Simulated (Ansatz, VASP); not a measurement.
**Two plane-wave programs on TaN**

```
CELL_PARAMETERS angstrom
5.28669 0.00000 0.00000
-2.64335 4.57841 0.00000
0.00000 0.00000 2.96503
ATOMIC_POSITIONS crystal
Ta 0.00000 0.00000 0.00000
Ta 0.33333 0.66667 0.50000
Ta 0.66667 0.33333 0.50000
N 0.50000 0.00000 0.00000
N 0.50000 0.50000 0.00000
N 0.00000 0.50000 0.00000
```

Change from the starting cell: volume scaled by 1.06, PAW files.

Alike in both runs: task electric field gradients; functional LDA; k mesh 5 × 5 × 8; occupations fermi-dirac, width 0.03 eV; no spin polarisation.

|  | VASP | Ansatz |
| --- | --- | --- |
| version | VASP 6.6.1 | Ansatz 0.2.0 |
| potentials or method | VASP PAW LDA potentials, release 64 (Ta_pv, N) | PAW with Ansatz's default frozen-core files, scalar-relativistic |
| plane-wave cutoff (eV) | 520 | 420 |
| valence electrons in the cell | 48 | 54 |

Ansatz gave:

- pressure (GPa): -21.0
- traceless stress, the component that is largest in VASP (GPa): -5.66
- size of Vzz on the site where it differs most (V/Å²): 451.6

Task: Estimate VASP's values.

Result: Pressure (GPa): -19.7; traceless stress, the component that is largest in VASP (GPa): -5.34; size of Vzz on the site where it differs most (V/Å²): 335.9.

LDA's correlation is that of Perdew and Zunger in VASP and of Perdew and Wang (1992) in Ansatz. VASP's potentials hold 48 valence electrons a cell and Ansatz's 54, so a difference there can come from the potentials and not from the codes.

Neither program's run includes spin-orbit coupling.
